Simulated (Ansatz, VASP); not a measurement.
## One calculation of TiCo, two programs

```
CELL_PARAMETERS angstrom
2.98611 0.00000 0.00000
0.00000 2.98611 0.00000
0.00000 0.00000 2.98611
ATOMIC_POSITIONS crystal
Ti 0.00000 0.00000 0.00000
Co 0.50000 0.50000 0.50000
```

Alike in both runs: task relaxation of cell and atoms; functional PBE; k mesh 18 × 18 × 18; occupations gaussian, width 0.1 eV; collinear spin.

|  | VASP | Ansatz |
| --- | --- | --- |
| version | VASP 6.6.1 | Ansatz 0.2.0 |
| potentials or method | VASP PAW PBE potentials, release 64 (Ti_sv, Co), cutoff 600 eV | scalar-relativistic, plane waves, PAW |
| valence electrons in the cell | 21 | 29 |

Ansatz gave:

| Item | Value |
| --- | --- |
| gap on the k mesh at the Fermi level, each at its own relaxed structure (eV) | none |
| net moment per atom (μB) | 0.43 |
| size of the moment on the site where the two differ most (μB) | 0.98 |
| relaxed volume (Å³/atom) | 13.30 |
| relaxed cell length with the largest relative difference (Å) | 2.985 |

Task: Estimate VASP's values.

Result: gap on the k mesh at the Fermi level, each at its own relaxed structure (eV): none; net moment per atom (μB): 0.43; size of the moment on the site where the two differ most (μB): 0.93; relaxed volume (Å³/atom): 13.26; relaxed cell length with the largest relative difference (Å): 2.982.

Site moments also hang on the region over which each program counts them. A gap of «none» marks a metal or a gap that the smearing closes. VASP's potentials hold 21 valence electrons a cell and Ansatz's 29, so a difference there can come from the potentials and not from the codes.
